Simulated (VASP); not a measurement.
# WC (P1) in VASP: notebook

Runs on WC. Level: PBEsol. Tasks: single point.

All numbers are computed with VASP 6.6.1; they aren't measurements. Logs are shortened: lines on timing, memory, paths and dates and some standing lists are left out, and cuts for length are marked.

### 1 The cell of the first run

The typed cell holds 16 atoms: a = 6.089 Å, b = 5.273 Å, c = 5.946 Å, α = 90.00°, β = 90.00°, γ = 90.00°.

### 2 Single point, PBEsol

Contents of INCAR:

```
SYSTEM = WC
ALGO = Normal
EDIFF = 1E-6
ENCUT = 520
GGA = PS
ISIF = 2
ISMEAR = -1
LASPH = .True.
LCHARG = .False.
LREAL = Auto
LWAVE = .False.
NBANDS = 86
NELM = 60
PREC = Accurate
SIGMA = 0.36
```

Contents of KPOINTS:

```
k-points
0
Gamma
  2 2 2
  0 0 0
```

Contents of POSCAR:

```
WC
1.0
   -3.0444810000     -5.2731960000      0.0000000000
    4.5667220000     -2.6365980000      0.0000000000
    0.0000000000      0.0000000000      5.9459940000
W C
8 8
Direct
    0.7747858219      0.4407583194      0.0146989721
    0.7233513331      0.5038032510      0.4750088883
    0.4939336627      0.0451684275     -0.0166162293
    0.4636354530     -0.0649854912      0.4821397398
    0.2560833564      0.5060393238     -0.0333838211
    0.2555407738      0.4718896904      0.5004209557
    0.0101100606      0.0390608159      0.0465018969
    0.0237341833      0.0590704383      0.5290957239
    0.5215031596      0.6310448634      0.2335522034
    0.5035996736      0.6690137122      0.7225032518
    0.2413964790      0.1831788740      0.2926844528
    0.2326345279      0.1442284860      0.7488234936
   -0.0235873401      0.7110984183      0.3084429618
    0.0456311094      0.6701356127      0.7660788087
    0.7194676794      0.2103490600      0.2885976676
    0.7413136759      0.1019145465      0.6724022930
```

Potentials or basis: VASP PAW PBE potentials, release 64 (W_sv, C).

The run is started by

```console
> cat potpaw_PBE.64/W_sv/POTCAR potpaw_PBE.64/C/POTCAR > POTCAR
> mpirun -np 1 vasp_std > vasp.out
```

OUTCAR:

```text
SYSTEM = WC
   EDIFF = 1E-6
   ENCUT = 520
   GGA = PS
   ISIF = 2
   ISMEAR = -1
   LASPH = .True.
   LREAL = Auto
   NELM = 60
   PREC = Accurate

 ion  position               nearest neighbor table
   1  0.775  0.441  0.015-  15 2.06   9 2.25  14 2.52   7 2.56  13 2.57  10 2.68   3 2.70  16 2.72
                             2 2.77   5 2.96   5 3.19   2 3.24   7 3.47
   2  0.723  0.504  0.475-  15 1.90   9 2.01  13 2.13  10 2.17  16 2.43  14 2.76   4 2.77   1 2.77
                             6 2.86   8 2.99   1 3.24   6 3.25   4 3.39   8 3.47
   3  0.494  0.045  0.983-  12 2.18  16 2.40  15 2.44  11 2.51  10 2.52   9 2.65   1 2.70   5 2.83
                             7 2.97   4 3.03   4 3.04   7 3.17   5 3.19
   4  0.464  0.935  0.482-  10 2.02  11 2.19   9 2.21  16 2.22  12 2.39  15 2.42   6 2.75   2 2.77
                             8 2.77   3 3.03   3 3.04   6 3.10   2 3.39   8 3.48
   5  0.256  0.506  0.967-  14 1.95  10 2.26  12 2.31   9 2.36  11 2.58   6 2.78   3 2.83   7 2.92
                             1 2.96   6 3.18   1 3.19   3 3.19   7 3.22
   6  0.256  0.472  0.500-  11 1.96  10 2.26  12 2.28  14 2.29  13 2.40   9 2.42   8 2.60   4 2.75
                             5 2.78   2 2.86   4 3.10   5 3.18   2 3.25   8 3.41
   7  0.010  0.039  0.047-  11 2.17  12 2.30  13 2.34  15 2.45   1 2.56  14 2.57  16 2.78   8 2.87
                             5 2.92   3 2.97   8 3.08   3 3.17   5 3.22   1 3.47
   8  0.024  0.059  0.529-  12 1.88  16 1.93  11 2.04  13 2.27  15 2.47  14 2.49   6 2.60   4 2.77
                             7 2.87   2 2.99   7 3.08   6 3.41   2 3.47   4 3.48
   9  0.522  0.631  0.234-   2 2.01   4 2.21   1 2.25   5 2.36   6 2.42   3 2.65
  10  0.504  0.669  0.723-   4 2.02   2 2.17   6 2.26   5 2.26   3 2.52   1 2.68
  11  0.241  0.183  0.293-   6 1.96   8 2.04   7 2.17   4 2.19   3 2.51   5 2.58
  12  0.233  0.144  0.749-   8 1.88   3 2.18   6 2.28   7 2.30   5 2.31   4 2.39
  13  0.976  0.711  0.308-   2 2.13   8 2.27   7 2.34   6 2.40   1 2.57
  14  0.046  0.670  0.766-   5 1.95   6 2.29   8 2.49   1 2.52   7 2.57   2 2.76
  15  0.719  0.210  0.289-   2 1.90   1 2.06   4 2.42   3 2.44   7 2.45   8 2.47
  16  0.741  0.102  0.672-   8 1.93   4 2.22   3 2.40   2 2.43   1 2.72   7 2.78

  LATTYP: Found a simple orthorhombic cell.
 ALAT       =     5.2731962640
 B/A-ratio  =     1.1275882221
 C/A-ratio  =     1.1547004682

  Lattice vectors:

 A1 = (   4.5667220000,  -2.6365980000,   0.0000000000)
 A2 = (   0.0000000000,   0.0000000000,   5.9459940000)
 A3 = (  -3.0444810000,  -5.2731960000,   0.0000000000)

Analysis of symmetry for initial positions (statically):
=====================================================================
 Subroutine PRICEL returns:
 Original cell was already a primitive cell.

 Routine SETGRP: Setting up the symmetry group for a
 simple orthorhombic supercell.

[... 141 lines left out ...]
   NUPDOWN=      -1.0000    fix difference up-down
   EMIN   =  10.00;   EMAX   =-10.00  energy-range for DOS
   EFERMI =   0.00;   METHOD = LEGACY
   ISMEAR =    -1;   SIGMA  =   0.36  broadening in eV -4-tet -1-fermi 0-gaus
   EFERMI_NEDOS =   21; number of points for ismear=-14 and -15
   IALGO  =     38    algorithm
   IMIX   =      4    mixing-type and parameters
     AMIX     =   0.40;   BMIX     =  1.00
     AMIX_MAG =   1.60;   BMIX_MAG =  1.00
  volume/ion in A,a.u.               =      11.93        80.52
  Fermi-wavevector in a.u.,A,eV,Ry     =   1.490213  2.816095 30.214943  2.220736
  Thomas-Fermi vector in A             =   2.603024
   LORBIT       =      0    0 simple, 1 ext, 2 COOP (PROOUT), +10 PAW based schemes
   GGA     = PS    functional components
   LHFCALC =     F    Hartree Fock is set to
   AEXX    =    0.0000 exact exchange contribution
   IVDW    =     0    specifies the selected vdW correction
   LEPSILON=     F    determine dielectric tensor
   LRPA    =     F    only Hartree local field effects (RPA)
 non-spin polarized calculation
  energy-cutoff  :      520.00
  volume of cell :      190.92
 maximum number of plane-waves:      5192
 NGX is ok and might be reduce to    48
   NGX = 23   NGY = 19   NGZ = 23

 number of electron     144.0000006 magnetization

 Free energy of the ion-electron system (eV)
  ---------------------------------------------------
  ext. energy  EPLUGINS =         0.00000000
  ---------------------------------------------------
  free energy    TOTEN  =      -176.79947296 eV

  energy without entropy =     -173.69152474  energy(sigma->0) =     -175.24549885

 E-fermi :   9.4201     XC(G=0): -13.0715

 val. band max:        9.4176038757   @ k =   0.5000   0.0000   0.0000
 cond. band min:       9.4212732332   @ k =   0.5000   0.5000   0.5000
 fundamental gap:      0.0036693575
 Fermi energy:         9.4201147104

 k-point     1 :       0.0000    0.0000    0.0000
  band No.  band energies     occupation
      1     -65.0911      2.00000
      2     -65.0079      2.00000
      3     -64.9898      2.00000
      4     -64.9351      2.00000
      5     -64.8753      2.00000
      6     -64.6778      2.00000
[... 685 lines left out ...]
     83      12.1109      0.00113
     84      12.2401      0.00079
 [bands above 84 left out]

------------------------ aborting loop because EDIFF is reached ----------------------------------------

  FORCE on cell =-STRESS in cart. coord.  units (eV):
  Direction    XX          YY          ZZ          XY          YZ          ZX
  --------------------------------------------------------------------------------------
  -------------------------------------------------------------------------------------
  Total       -9.9213458    -11.5987828    -18.4844839      0.2522966     -3.6299403     -3.0491101
  in kB      -83.2605911    -97.3377537   -155.1230133      2.1172897    -30.4626996    -25.5883340
  external PRESSURE =    -111.9071194 kB  Pullay stress =       0.0000000 kB

 VOLUME and BASIS-vectors are now :
 -----------------------------------------------------------------------------
  energy-cutoff  :      520.00
  volume of cell :      190.92
      direct lattice vectors                 reciprocal lattice vectors
    -3.044481000 -5.273196000  0.000000000    -0.082115796 -0.142228740  0.000000000
     4.566722000 -2.636598000  0.000000000     0.164231591 -0.094819149  0.000000000
     0.000000000  0.000000000  5.945994000     0.000000000  0.000000000  0.168180459

 POSITION                                       TOTAL-FORCE (eV/Angst)
 -----------------------------------------------------------------------------------
     -0.34600     -5.24770      0.08740         4.508696     -1.119527     -2.457724
      0.09850     -5.14270      2.82440        -0.933673     -4.041644      4.397651
     -1.29750     -2.72370      5.84719        -2.389841      0.722024      0.239392
      2.85842     -4.91010      2.86680         3.124316     -4.833946     -0.662787
      1.53130     -2.68460      5.74749        -1.214549     -1.350351      3.364484
      1.37700     -2.59170      2.97550         4.182059     -1.962617      0.326659
[... 8 lines left out ...]
     -1.22980     -4.34850      1.71600        -4.257372      2.061399     -3.370441
     -1.79150     -4.17780      3.99810         3.069299      1.534013      3.616169
 -----------------------------------------------------------------------------------
    total drift:                                0.009409      0.024724      0.008872

  FREE ENERGIE OF THE ION-ELECTRON SYSTEM (eV)
  ---------------------------------------------------
  free  energy   TOTEN  =      -176.7994729601 eV

  energy  without entropy=     -173.6915247440  energy(sigma->0) =     -175.24549885
```

OSZICAR:

```text
N       E                     dE             d eps       ncg     rms          rms(c)
DAV:   1     0.187271042568E+04    0.18727E+04   -0.78896E+04  1384   0.187E+03
DAV:   2    -0.133622638092E+02   -0.18861E+04   -0.18282E+04  1384   0.594E+02
DAV:   3    -0.190390001530E+03   -0.17703E+03   -0.16771E+03  1650   0.162E+02
DAV:   4    -0.199860755429E+03   -0.94708E+01   -0.90906E+01  1664   0.312E+01
DAV:   5    -0.200171147846E+03   -0.31039E+00   -0.30707E+00  1704   0.541E+00    0.825E+01
DAV:   6    -0.179991866203E+03    0.20179E+02   -0.17336E+02  1760   0.420E+01    0.267E+01
DAV:   7    -0.179055623710E+03    0.93624E+00   -0.42805E+01  1800   0.237E+01    0.166E+01
DAV:   8    -0.177100398975E+03    0.19552E+01   -0.15169E+01  1736   0.138E+01    0.973E+00
DAV:   9    -0.176839899411E+03    0.26050E+00   -0.21000E+00  1752   0.583E+00    0.232E+00
DAV:  10    -0.176804356406E+03    0.35543E-01   -0.26670E-01  1720   0.298E+00    0.684E-01
DAV:  11    -0.176800856148E+03    0.35003E-02   -0.66213E-02  1808   0.125E+00    0.423E-01
DAV:  12    -0.176799914106E+03    0.94204E-03   -0.13059E-02  1712   0.688E-01    0.202E-01
DAV:  13    -0.176799547194E+03    0.36691E-03   -0.29254E-03  1760   0.311E-01    0.103E-01
DAV:  14    -0.176799480007E+03    0.67188E-04   -0.10013E-03  1728   0.178E-01    0.498E-02
DAV:  15    -0.176799481214E+03   -0.12069E-05   -0.18103E-04  1728   0.761E-02    0.274E-02
DAV:  16    -0.176799474556E+03    0.66576E-05   -0.52714E-05  1712   0.415E-02    0.133E-02
DAV:  17    -0.176799473215E+03    0.13412E-05   -0.19356E-05  1664   0.207E-02    0.549E-03
DAV:  18    -0.176799472960E+03    0.25476E-06   -0.34041E-06   920   0.871E-03
   1 F= -.17679947E+03 E0= -.17524550E+03  d E =-.310795E+01
```

Wall time 1.9 min (1 thread of Intel Xeon 6975P-C (Granite Rapids), shared host); peak memory 0.33 GiB.

Results:

- Free energy: -176.7995 eV
- Pressure: -11.2 GPa
- Largest force: 8.881 eV/Å
- Band gap on the k mesh: zero (band 72 reaches 9.42 eV, above the bottom of band 73 at 9.38 eV)

Forces on the atoms (eV/Å):
```
W    4.509 -1.120 -2.458
W   -0.934 -4.042  4.398
W   -2.390  0.722  0.239
W    3.124 -4.834 -0.663
W   -1.215 -1.350  3.364
W    4.182 -1.963  0.327
W   -2.684  1.138 -1.420
W   -3.555  7.765 -2.435
C    2.714  1.432 -0.831
C   -1.501  1.678  1.612
C   -1.376  0.067 -4.722
C   -0.295 -4.277  4.019
C   -0.988 -0.316 -1.586
C    1.596  1.504 -0.089
C   -4.257  2.061 -3.370
C    3.069  1.534  3.616
```

Stress tensor (GPa, compression positive):
```
 -8.33   0.21  -2.56
  0.21  -9.73  -3.05
 -2.56  -3.05 -15.51
```

Levels at points of the mesh, in eV from the Fermi level:
| k point | band 68 | band 69 | band 70 | band 71 | band 72 | band 73 | band 74 | band 75 | band 76 | band 77 |
| --- | --- | --- | --- | --- | --- | --- | --- | --- | --- | --- |
| (0.00, 0.00, 0.00) | -1.01 | -0.90 | -0.63 | -0.34 | -0.08 | 0.22 | 0.31 | 0.78 | 1.11 | 1.35 |
| (0.50, 0.00, 0.00) | -1.12 | -0.86 | -0.65 | -0.40 | 0.00 | 0.15 | 0.48 | 0.50 | 0.86 | 1.12 |
| (0.00, 0.50, 0.00) | -1.30 | -1.04 | -0.46 | -0.28 | -0.05 | 0.24 | 0.79 | 1.05 | 1.46 | 1.50 |
| (0.50, 0.50, 0.00) | -1.40 | -1.30 | -0.83 | -0.81 | -0.17 | 0.21 | 0.59 | 0.99 | 1.04 | 1.35 |
| (0.00, 0.00, 0.50) | -1.07 | -0.87 | -0.44 | -0.22 | -0.03 | 0.03 | 0.25 | 0.54 | 1.09 | 1.13 |
| (0.50, 0.00, 0.50) | -1.18 | -0.94 | -0.51 | -0.47 | -0.23 | 0.13 | 0.24 | 0.57 | 0.77 | 1.14 |
| (0.00, 0.50, 0.50) | -1.18 | -1.07 | -0.76 | -0.66 | -0.32 | -0.04 | 0.38 | 0.55 | 1.01 | 1.29 |
| (0.50, 0.50, 0.50) | -1.34 | -1.20 | -0.77 | -0.66 | -0.44 | 0.00 | 0.39 | 0.91 | 0.98 | 1.29 |

Caveat: the k points lie up to 0.60 Å⁻¹ apart; the PAW data sets were made with another functional, which shifts forces and pressure a little; spin-orbit coupling is left out, which moves the levels of the heavy elements.

(Continued in part 2 of 2.)
